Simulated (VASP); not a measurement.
Here is a VASP 6.6.1 calculation.

Contents of INCAR:

```
PREC = Accurate
ENCUT = 520
EDIFF = 1E-6
ISMEAR = -1
SIGMA = 0.01
LREAL = Auto
LASPH = True
NELM = 100
ALGO = Normal
ISIF = 2
LWAVE = False
LCHARG = False
GGA = PE
NBANDS = 246
```

KPOINTS

```
regular mesh
0
Gamma
  3 2 2
```

POSCAR

```
Zn24SO23
1.0
    6.4986160000      0.0000000000      0.0000000000
   -4.8739620000      8.4419498181      0.0000000000
    0.0000000000      0.0000000000     10.4114180000
Zn S O
24 1 23
Direct
    0.1545089019      0.2339370776      0.2601918139
    0.1650190893      0.2232958557      0.7417475253
    0.1737777435      0.5598035175      0.2509600972
    0.1675859726      0.5564309955      0.7533538471
    0.1432016487      0.8601531155      0.2601209766
    0.1636484922      0.8855853500      0.7407428331
    0.6990245498      0.2371263858      0.2596480193
    0.6707684299      0.2245060747      0.7419489448
    0.6582095940      0.5486066953      0.2489581433
    0.6666800328      0.5558124717      0.7536910216
    0.6705619113      0.8919957761      0.2463340890
    0.6667267824      0.8882867058      0.7549974281
    0.3328684678      0.1107366905     -0.0296155536
    0.3332388473      0.1101408200      0.4955963887
    0.3310017636      0.4422700482     -0.0013833151
    0.3360229349      0.4479892121      0.5031822672
    0.3320388241      0.7796639121     -0.0004087615
    0.3387938814      0.7769901593      0.5022792980
    0.8357665590      0.1146189478     -0.0008341444
    0.8292540822      0.1063478969      0.5020368797
    0.8328400790      0.4428706841     -0.0002133152
    0.8378369522      0.4500468817      0.5023656539
    0.8362104979      0.7783381386      0.0007351792
    0.8251560893      0.7748097771      0.5012449367
    0.3309907489      0.1070142895      0.1857914187
    0.3335372678      0.1108723967      0.6877958152
    0.3299573828      0.4468097260      0.1887257045
    0.3356815374      0.4476342226      0.6916939318
    0.3371393588      0.7762621868      0.1893623670
    0.3371944244      0.7768537606      0.6909894103
    0.8347597621      0.1138274803      0.1894196593
    0.8297810823      0.1070194463      0.6901819804
    0.8440479874      0.4517945894      0.1902414420
    0.8367873020      0.4488974349      0.6911497811
    0.8216716915      0.7695151079      0.1906282053
    0.8272359863      0.7758585981      0.6903071499
    0.1645882478      0.2246817948      0.4484731001
    0.1629685327      0.2247938755      0.9308736411
    0.1683517328      0.5563201119      0.4407464318
    0.1674557902      0.5565376639      0.9421641296
    0.1618665872      0.8828866096      0.4485367370
    0.1612257374      0.8828964059      0.9303529242
    0.6736114347      0.2259758823      0.4481305893
    0.6744159017      0.2255637825      0.9312375681
    0.6648893509      0.5541890068      0.4392948156
    0.6659887472      0.5547662605      0.9428729715
    0.6668201459      0.8884808309      0.4371753415
    0.6682911325      0.8901853467      0.9442946315
```

Potentials or basis: VASP PAW PBE potentials, release 64 (Zn, S, O).

The run is started by

```console
$ cat potpaw_PBE.64/Zn/POTCAR potpaw_PBE.64/S/POTCAR potpaw_PBE.64/O/POTCAR > POTCAR
$ mpirun -np 1 vasp_std > vasp.out
```

Problem. Estimate the pressure.

Solution. 8.9 GPa.

Problem. Estimate the band gap on the k mesh.

Solution. 0.74 eV.

Problem. What does it give for the largest force?

Solution. 0.040 eV/Å.

Forces on the atoms (eV/Å):
```
Zn   0.019 -0.004 -0.001
Zn   0.003  0.000 -0.014
Zn  -0.004 -0.006  0.017
Zn   0.000 -0.002 -0.007
Zn   0.001  0.019 -0.002
Zn  -0.001  0.002 -0.010
Zn  -0.020 -0.012 -0.002
Zn  -0.003  0.002 -0.015
Zn   0.001 -0.005  0.007
Zn   0.000 -0.004 -0.006
Zn   0.001 -0.003  0.004
Zn   0.000  0.000 -0.007
Zn   0.001  0.000  0.040
Zn  -0.001 -0.003 -0.010
Zn   0.001  0.002  0.000
Zn   0.001  0.000  0.002
Zn   0.001 -0.002 -0.001
Zn   0.004  0.000  0.001
Zn  -0.001  0.001  0.001
Zn   0.000 -0.006  0.000
Zn  -0.001 -0.002 -0.001
Zn   0.000  0.001  0.004
Zn   0.000 -0.002 -0.001
Zn  -0.003  0.000  0.003
S    0.004 -0.006 -0.003
O   -0.002  0.001  0.002
O    0.007 -0.004 -0.013
O    0.001 -0.002  0.004
O    0.004  0.021 -0.013
O    0.000  0.004  0.004
O    0.000 -0.015 -0.016
O    0.001 -0.001  0.006
O   -0.003  0.006 -0.009
O    0.000 -0.001  0.004
O   -0.010  0.006 -0.006
O    0.000  0.003  0.001
O    0.009 -0.007  0.001
O   -0.005  0.000  0.008
O   -0.002 -0.002 -0.007
O    0.000  0.002  0.011
O    0.001  0.012  0.003
O   -0.003 -0.001  0.007
O   -0.008 -0.004  0.000
O    0.004  0.002  0.012
O    0.003  0.000 -0.014
O    0.000  0.003  0.016
O   -0.001  0.004 -0.011
O    0.001 -0.002  0.010
```

Caveat: semilocal functionals underestimate gaps, and a narrow one can read as zero.
